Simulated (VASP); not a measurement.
# Zr (P6_3/mmc) in VASP: further runs

Zr is run at these levels: PBE, revPBE; tasks: single point.

Everything below comes from runs of VASP 6.6.1. Logs are shortened: lines on timing, memory, paths and dates and some standing lists are left out, and cuts for length are marked.

### Step 1. The cell of the first run

Symmetry: P6_3/mmc, No. 194, hexagonal system. The conventional cell has a = 3.232 Å, b = 3.232 Å, c = 5.147 Å, α = 90.00°, β = 90.00°, γ = 120.00°. Zr (site symmetry -6m2) has 12 Zr at 3.18 to 3.23 Å within 4.2 Å.

### Step 2. Single point, PBE

Contents of INCAR:

```
SYSTEM = Zr
PREC = Accurate
ENCUT = 520
EDIFF = 1E-6
ISMEAR = 0
SIGMA = 0.017
LREAL = .FALSE.
LASPH = .TRUE.
NELM = 100
ALGO = Normal
ISIF = 2
LWAVE = .FALSE.
LCHARG = .TRUE.
GGA = PE
LELF = .TRUE.
LVHAR = .TRUE.
NBANDS = 19
```

Contents of KPOINTS:

```
Automatic mesh
0
G
  9 9 5
  0 0 0
```

Contents of POSCAR:

```
Zr
1.0
    3.2320000000      0.0000000000      0.0000000000
   -1.6160000000      2.7989941050      0.0000000000
    0.0000000000      0.0000000000      5.1470000000
Zr
2
Direct
    0.6666666667      0.3333333333      0.7500000000
    0.3333333333      0.6666666667      0.2500000000
```

Potentials or basis: VASP PAW PBE potentials, release 64 (Zr_sv).

Run with:

```console
cat potpaw_PBE.64/Zr_sv/POTCAR > POTCAR
mpirun -np 1 vasp_std > vasp.out
```

OUTCAR:

```text
SYSTEM = Zr
   PREC = Accurate
   ENCUT = 520
   EDIFF = 1E-6
   ISMEAR = 0
   LREAL = .FALSE.
   LASPH = .TRUE.
   NELM = 100
   ISIF = 2
   GGA = PE

 ion  position               nearest neighbor table
   1  0.667  0.333  0.750-   2 3.18   2 3.18   2 3.18   2 3.18   2 3.18   2 3.18
   2  0.333  0.667  0.250-   1 3.18   1 3.18   1 3.18   1 3.18   1 3.18   1 3.18

  LATTYP: Found a hexagonal cell.
 ALAT       =     3.2320000000
 C/A-ratio  =     1.5925123762

  Lattice vectors:

 A1 = (   3.2320000000,   0.0000000000,   0.0000000000)
 A2 = (  -1.6160000000,   2.7989941050,   0.0000000000)
 A3 = (   0.0000000000,   0.0000000000,   5.1470000000)

Analysis of symmetry for initial positions (statically):
=====================================================================
 Subroutine PRICEL returns:
 Original cell was already a primitive cell.

 Routine SETGRP: Setting up the symmetry group for a
 hexagonal supercell.

 Subroutine GETGRP returns: Found 24 space group operations
 (whereof 12 operations were pure point group operations)
 out of a pool of 24 trial point group operations.

The static configuration has the point symmetry D_3d.
 The point group associated with its full space group is D_6h.

Analysis of symmetry for dynamics (positions and initial velocities):
=====================================================================
 Subroutine PRICEL returns:
 Original cell was already a primitive cell.

 Routine SETGRP: Setting up the symmetry group for a
 hexagonal supercell.

 Subroutine GETGRP returns: Found 24 space group operations
 (whereof 12 operations were pure point group operations)
 out of a pool of 24 trial point group operations.

The dynamic configuration has the point symmetry D_3d.
 The point group associated with its full space group is D_6h.

 Subroutine INISYM returns: Found 24 space group operations
 (whereof 12 operations are pure point group operations),
 and found     1 'primitive' translations

----------------------------------------------------------------------------------------

                                     Primitive cell

  volume of cell :      46.5616

  direct lattice vectors                    reciprocal lattice vectors
     3.232000000  0.000000000  0.000000000     0.309405941  0.178635603  0.000000000
    -1.616000000  2.798994105  0.000000000     0.000000000  0.357271206  0.000000000
     0.000000000  0.000000000  5.147000000     0.000000000  0.000000000  0.194287935

  length of vectors
     3.232000000  3.232000000  5.147000000     0.357271206  0.357271206  0.194287935

  position of ions in fractional coordinates (direct lattice)
     0.666666667  0.333333333  0.750000000
     0.333333333  0.666666667  0.250000000

  ion indices of the primitive-cell ions
   primitive index   ion index
                 1           1
                 2           2

----------------------------------------------------------------------------------------

 KPOINTS: Automatic mesh

Automatic generation of k-mesh.
 Grid dimensions read from file:
 generate k-points for:    9    9    5

 Generating k-lattice:

  Cartesian coordinates                     Fractional coordinates (reciprocal lattice)
     0.034378438  0.019848400  0.000000000     0.111111111  0.000000000  0.000000000
     0.000000000  0.039696801  0.000000000     0.000000000  0.111111111  0.000000000
     0.000000000  0.000000000  0.038857587     0.000000000  0.000000000  0.200000000

  Length of vectors
     0.039696801  0.039696801  0.038857587

  Shift w.r.t. Gamma in fractional coordinates (k-lattice)
     0.000000000  0.000000000  0.000000000

 Subroutine IBZKPT returns following result:
 ===========================================

 Found     36 irreducible k-points:

 Following reciprocal coordinates:
            Coordinates               Weight
  0.000000  0.000000  0.000000      1.000000
  0.111111  0.000000  0.000000      6.000000
  0.222222  0.000000  0.000000      6.000000
  0.333333  0.000000  0.000000      6.000000
  0.444444  0.000000  0.000000      6.000000
  0.111111  0.111111  0.000000      6.000000
[... 16 lines left out ...]
  0.333333  0.222222  0.200000     24.000000
  0.333333  0.333333  0.200000      4.000000
 [... further k-points ...]
   k-points           NKPTS =     36   k-points in BZ     NKDIM =     36   number of bands    NBANDS=     19
   number of dos      NEDOS =    301   number of ions     NIONS =      2
   total plane-waves  NPLWV =  23040
   dimension x,y,z NGX =    24 NGY =   24 NGZ =   40
   dimension x,y,z NGXF=    48 NGYF=   48 NGZF=   80
   ions per type =               2
   NGX,Y,Z   is equivalent  to a cutoff of  12.34, 12.34, 12.92 a.u.
   NGXF,Y,Z  is equivalent  to a cutoff of  24.69, 24.69, 25.84 a.u.
 SYSTEM =  Zr
   PREC   = accura    normal or accurate (medium, high low for compatibility)
   ISTART =      0    job   : 0-new  1-cont  2-samecut
   ICHARG =      2    charge: 1-file 2-atom 10-const
   ISPIN  =      1    spin polarized calculation?
   LNONCOLLINEAR =      F non collinear calculations
   LSORBIT =      F    spin-orbit coupling
   LASPH  =      T    aspherical Exc in radial PAW
   ENCUT  =  520.0 eV  38.22 Ry    6.18 a.u.   6.01  6.01  9.57*2*pi/ulx,y,z
   NELM   =    100;   NELMIN=  2; NELMDL= -5     # of ELM steps
   EDIFF  = 0.1E-05   stopping-criterion for ELM
   LREAL  =      F    real-space projection
   EDIFFG = 0.1E-04   stopping-criterion for IOM
   NSW    =      0    number of steps for IOM
   IBRION =     -1    ionic relax: 0-MD 1-quasi-New 2-CG
   NFREE  =      0    steps in history (QN), initial steepest desc. (CG)
   ISIF   =      2    stress and relaxation
   ISYM   =      2    0-nonsym 1-usesym 2-fastsym
   POTIM  = 0.5000    time-step for ionic-motion
   TEBEG  =    0.0;   TEEND  =   0.0 temperature during run
   PSTRESS=    0.0 pullay stress
   NELECT =      24.0000    total number of electrons
   NUPDOWN=      -1.0000    fix difference up-down
   EMIN   =  10.00;   EMAX   =-10.00  energy-range for DOS
   EFERMI =   0.00;   METHOD = LEGACY
   ISMEAR =     0;   SIGMA  =   0.02  broadening in eV -4-tet -1-fermi 0-gaus
   EFERMI_NEDOS =   21; number of points for ismear=-14 and -15
   IALGO  =     38    algorithm
   IMIX   =      4    mixing-type and parameters
     AMIX     =   0.40;   BMIX     =  1.00
     AMIX_MAG =   1.60;   BMIX_MAG =  1.00
  volume/ion in A,a.u.               =      23.28       157.11
  Fermi-wavevector in a.u.,A,eV,Ry     =   1.312611  2.480475 23.442130  1.722948
  Thomas-Fermi vector in A             =   2.442991
   LORBIT       =      0    0 simple, 1 ext, 2 COOP (PROOUT), +10 PAW based schemes
   GGA     = PE    functional components
   LHFCALC =     F    Hartree Fock is set to
   AEXX    =    0.0000 exact exchange contribution
   IVDW    =     0    specifies the selected vdW correction
   LEPSILON=     F    determine dielectric tensor
   LRPA    =     F    only Hartree local field effects (RPA)
 non-spin polarized calculation
 Gauss-broadening in eV      SIGMA  =   0.02
  energy-cutoff  :      520.00
  volume of cell :       46.56
 maximum number of plane-waves:      1284
   NGX = 13   NGY = 13   NGZ = 19

 number of electron      24.0000000 magnetization

 Free energy of the ion-electron system (eV)
  ---------------------------------------------------
  ext. energy  EPLUGINS =         0.00000000
  ---------------------------------------------------
  free energy    TOTEN  =       -17.04427185 eV

  energy without entropy =      -17.04368317  energy(sigma->0) =      -17.04397751

 E-fermi :   9.0331     XC(G=0): -11.0828

 val. band max:        9.0301735012   @ k =   0.1111   0.0000   0.4000
 cond. band min:       9.0358391100   @ k =   0.2222   0.2222   0.4000
 fundamental gap:      0.0056656088
 Fermi energy:         9.0330545056

 k-point     1 :       0.0000    0.0000    0.0000
  band No.  band energies     occupation
      1     -39.8511      2.00000
      2     -39.6967      2.00000
      3     -18.3739      2.00000
      4     -17.5038      2.00000
      5     -17.5038      2.00000
      6     -17.3679      2.00000
[... 11 lines left out ...]
     18      11.1267      0.00000
     19      13.4217      0.00000

 k-point     2 :       0.1111    0.0000    0.0000
  band No.  band energies     occupation
      1     -39.8373      2.00000
      2     -39.6911      2.00000
      3     -18.3366      2.00000
      4     -17.5853      2.00000
      5     -17.5304      2.00000
      6     -17.4466      2.00000
[... 11 lines left out ...]
     18      10.8458      0.00000
     19      13.6256      0.00000

 k-point     3 :       0.2222    0.0000    0.0000
  band No.  band energies     occupation
      1     -39.8010      2.00000
      2     -39.6780      2.00000
      3     -18.2336      2.00000
      4     -17.7916      2.00000
      5     -17.6507      2.00000
      6     -17.5943      2.00000
[... 11 lines left out ...]
     18      11.6880      0.00000
     19      13.9628      0.00000

 k-point     4 :       0.3333    0.0000    0.0000
  band No.  band energies     occupation
      1     -39.7558      2.00000
      2     -39.6667      2.00000
      3     -18.0919      2.00000
      4     -18.0248      2.00000
      5     -17.8692      2.00000
      6     -17.6629      2.00000
[... 11 lines left out ...]
     18      12.8888      0.00000
     19      14.1858      0.00000

 k-point     5 :       0.4444    0.0000    0.0000
  band No.  band energies     occupation
      1     -39.7210      2.00000
      2     -39.6644      2.00000
      3     -18.1753      2.00000
      4     -18.0055      2.00000
      5     -17.9649      2.00000
      6     -17.7059      2.00000
[... 11 lines left out ...]
     18      14.2269      0.00000
     19      14.2783      0.00000
[... 334 lines left out ...]
      2     -39.6698      2.00000
      3     -18.2275      2.00000
      4     -18.0818      2.00000
      5     -17.8440      2.00000
      6     -17.7089      2.00000
[... 11 lines left out ...]
     18      14.0892      0.00000
     19      14.9027      0.00000

 k-point    22 :       0.2222    0.2222    0.2000
  band No.  band energies     occupation
      1     -39.7269      2.00000
      2     -39.6708      2.00000
      3     -18.1172      2.00000
      4     -18.0300      2.00000
      5     -17.8122      2.00000
      6     -17.7592      2.00000
[... 11 lines left out ...]
     18      13.6383      0.00000
     19      14.5423      0.00000

 k-point    23 :       0.3333    0.2222    0.2000
  band No.  band energies     occupation
      1     -39.6987      2.00000
      2     -39.6704      2.00000
      3     -18.1385      2.00000
      4     -18.0501      2.00000
      5     -17.8939      2.00000
      6     -17.7424      2.00000
[... 11 lines left out ...]
     18      14.0440      0.00000
     19      15.4552      0.00000

 k-point    24 :       0.3333    0.3333    0.2000
  band No.  band energies     occupation
      1     -39.6796      2.00000
      2     -39.6796      2.00000
      3     -18.0348      2.00000
      4     -18.0273      2.00000
      5     -18.0273      2.00000
      6     -17.7748      2.00000
[... 11 lines left out ...]
     18      13.3869      0.00000
     19      15.7063      0.00000

 [... further k-points ...]
[... 5 lines left out ...]
  --------------------------------------------------------------------------------------
  -------------------------------------------------------------------------------------
  Total        0.0722384      0.0722384      0.3927866      0.0000000      0.0000000      0.0000000
  in kB        2.4857137      2.4857137     13.5157357      0.0000000      0.0000000      0.0000000
  external PRESSURE =       6.1623877 kB  Pullay stress =       0.0000000 kB

 VOLUME and BASIS-vectors are now :
 -----------------------------------------------------------------------------
  energy-cutoff  :      520.00
  volume of cell :       46.56
      direct lattice vectors                 reciprocal lattice vectors
     3.232000000  0.000000000  0.000000000     0.309405941  0.178635603  0.000000000
    -1.616000000  2.798994105  0.000000000     0.000000000  0.357271206  0.000000000
     0.000000000  0.000000000  5.147000000     0.000000000  0.000000000  0.194287935

 POSITION                                       TOTAL-FORCE (eV/Angst)
 -----------------------------------------------------------------------------------
      1.61600      0.93300      3.86025         0.000000      0.000000      0.000000
     -0.00000      1.86600      1.28675        -0.000000     -0.000000      0.000000
 -----------------------------------------------------------------------------------
    total drift:                               -0.000000      0.000000     -0.000000

  FREE ENERGIE OF THE ION-ELECTRON SYSTEM (eV)
  ---------------------------------------------------
  free  energy   TOTEN  =       -17.0442718476 eV

  energy  without entropy=      -17.0436831740  energy(sigma->0) =      -17.04397751
```

Wall time 22 s (1 thread of AMD EPYC 7R13 (Zen 3), shared host); peak memory 0.14 GiB.

What came out:

* Free energy: -17.0443 eV
* Pressure: 0.6 GPa
* Band gap on the k mesh: zero (band 12 reaches 9.85 eV, above the bottom of band 13 at 8.74 eV)

Stress tensor (GPa, compression positive):
```
0.25 0.00 0.00
0.00 0.25 0.00
0.00 0.00 1.35
```

### Step 3. Single point, revPBE

Contents of INCAR:

```
PREC     = Accurate       # precision mode
ENCUT    = 520            # plane-wave cutoff, eV
EDIFF    = 1E-6           # SCF threshold, eV
ISMEAR   = -1             # smearing method
SIGMA    = 0.05           # smearing width, eV
LREAL    = False          # projectors in reciprocal space
LASPH    = True           # aspherical terms in the spheres
NELM     = 100            # most SCF steps
ALGO     = Normal         # electronic algorithm
ISIF     = 2              # what is computed and relaxed
LWAVE    = False          # write WAVECAR
LCHARG   = True           # write CHGCAR
GGA      = RE             # functional
LELF     = True           # ELF
LVHAR    = True         
NBANDS   = 19             # bands
```

Contents of KPOINTS:

```
regular mesh
0
Gamma
  9 9 5
```

POSCAR is that of step 2.

Potentials or basis: VASP PAW PBE potentials, release 64 (Zr_sv).

Run with:

```console
cat potpaw_PBE.64/Zr_sv/POTCAR > POTCAR
mpirun -np 1 vasp_std > vasp.out
```

Run time: 30 s. Hardware: 1 thread of AMD EPYC 7R13 (Zen 3), shared host; peak memory 0.14 GiB.

Results (log left out):

| Item | Value |
| --- | --- |
| Free energy | -16.3704 eV |
| Pressure | 2.1 GPa |
| Band gap on the k mesh | zero (band 12 reaches 9.93 eV, above the bottom of band 13 at 8.80 eV) |

Stress tensor (GPa, compression positive):
```
1.80 0.00 0.00
0.00 1.80 0.00
0.00 0.00 2.67
```

Levels at points of the mesh, in eV from the Fermi level:
```
           k point  band 10  band 11  band 12  band 13  band 14  band 15
(0.00, 0.00, 0.00)    -3.04     0.85     0.85     1.00     1.14     1.55
```

Caveat: the PAW data sets were made with another functional, which shifts forces and pressure a little.
